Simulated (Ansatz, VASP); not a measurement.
Mg2SO in VASP and in Ansatz

The input POSCAR:

```
Mg2SO
1.0
    3.6748650568      0.0000000000      0.0000000000
    0.0000000000      3.6748650568      0.0000000000
    0.0000000000      0.0000000000      4.8839690323
O Mg S
1 2 1
Direct
    0.0000000000      0.0000000000      0.0000000000
    0.0000000000      0.5000000000      0.8113169975
    0.5000000000      0.0000000000      0.1886830025
    0.5000000000      0.5000000000      0.5000000000
```

INCAR.step1

```
SYSTEM = Mg2SO
ALGO = Normal
EDIFF = 1E-5
ENCUT = 520
GGA = PE
ISIF = 2
ISMEAR = 0
LASPH = .True.
LREAL = .False.
LWAVE = .True.
NBANDS = 16
NELM = 80
PREC = Accurate
SIGMA = 0.01
```

The input INCAR.step2:

```
SYSTEM = Mg2SO
AEXX = 0.25
ALGO = Normal
EDIFF = 1E-6
ENCUT = 520
GGA = PE
ISIF = 2
ISMEAR = 0
ISTART = 1
LASPH = .True.
LCHARG = .True.
LELF = .True.
LHFCALC = .True.
LREAL = .False.
LVHAR = .True.
LWAVE = .False.
NBANDS = 16
NELM = 80
PREC = Accurate
PRECFOCK = Normal
SIGMA = 0.01
```

KPOINTS

```
k-points
0
Gamma
  6 6 4
  0 0 0
```

Input for Ansatz:

```yaml
crystal:
  lattice:
    - [3.6748650568, 0.0, 0.0]
    - [0.0, 3.6748650568, 0.0]
    - [0.0, 0.0, 4.8839690323]
  atoms:
    - { symbol: O, position: [0.0, 0.0, 0.0] }
    - { symbol: Mg, position: [0.0, 0.5, 0.8113169975] }
    - { symbol: S, position: [0.5, 0.5, 0.5] }
    - { symbol: Mg, position: [0.5, 0.0, 0.1886830025] }
kpoints:
  mp_grid: { grid: [6, 6, 4] }
  band_path:
    path:
      - [0.0, 0.0, 0.0]
      - [0.0, 0.5, 0.0]
      - [0.5, 0.5, 0.0]
      - [0.0, 0.0, 0.5]
      - [0.0, 0.5, 0.5]
      - [0.5, 0.5, 0.5]
    npoints: 1
hamiltonian:
  xc: pbe0
scf:
  occupations: { method: fixed }
  n_extra_bands: 5
output:
  forces: true
  stress: true
  eigenvalues: true
```

Alike in both runs: task single point; functional PBE0; k mesh 6 × 6 × 4; no spin polarisation.

|  | VASP | Ansatz |
| --- | --- | --- |
| version | VASP 6.6.1 | Ansatz 0.2.0 |
| potentials or method | VASP PAW PBE potentials, release 64 (O, Mg, S) | plane waves, PAW |
| plane-wave cutoff (eV) | 520 | 420 |
| occupations | gaussian, width 0.01 eV | fixed |
| valence electrons in the cell | 16 | 32 |

Ansatz gave:

* gap on the k mesh at the Fermi level (eV): 3.38
* pressure (GPa): -0.1
* rms of the force components (eV/Å): 0.003

Question: Estimate VASP's values.

Answer: gap on the k mesh at the Fermi level (eV): 3.37; pressure (GPa): -0.4; rms of the force components (eV/Å): 0.002.

VASP's potentials hold 16 valence electrons a cell and Ansatz's 32, so a difference there can come from the potentials and not from the codes. Ansatz's warnings: stress exchange threshold loose, stress scf threshold loose.
